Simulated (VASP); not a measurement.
## C: single point with r2SCAN+rVV10

C:

```
C
1.0
     0.00000    1.77895    1.77895
     1.77895    0.00000    1.77895
     1.77895    1.77895    0.00000
C
2
Direct
  0.00000 0.00000 0.00000
  0.25000 0.25000 0.25000
```

```json
{"Program": "VASP 6.6.1", "Task": "single point", "Functional": "r2SCAN", "Dispersion": "rVV10", "Potentials or basis": "VASP PAW PBE potentials, release 64 (C)", "Cutoff": "660 eV", "k mesh": "12 × 12 × 12", "Occupations": "gaussian, width 0.02 eV", "Spin": "no spin polarisation"}
```

```
Pressure               : 0.2 GPa
Band gap on the k mesh : 4.33 eV, indirect (least direct gap 5.85 eV)
```

Levels at points of the mesh, in eV from the valence-band top:
```csv
k point,band 2,band 3,band 4,band 5,band 6,band 7
"(0.00, 0.00, 0.00)",0.00,0.00,0.00,5.85,5.85,5.85
"(0.50, 0.00, 0.00)",-14.15,-3.00,-3.00,8.90,8.90,9.22
"(0.50, 0.50, 0.00)",-13.65,-6.71,-6.71,4.98,4.98,17.99
```

It took 96 s on 1 thread of Intel Xeon 8259CL, with other jobs on the host, peak memory 0.21 GiB.

Caveat: the PAW data sets were made with another functional, which shifts forces and pressure a little. A k mesh can miss the band edges.
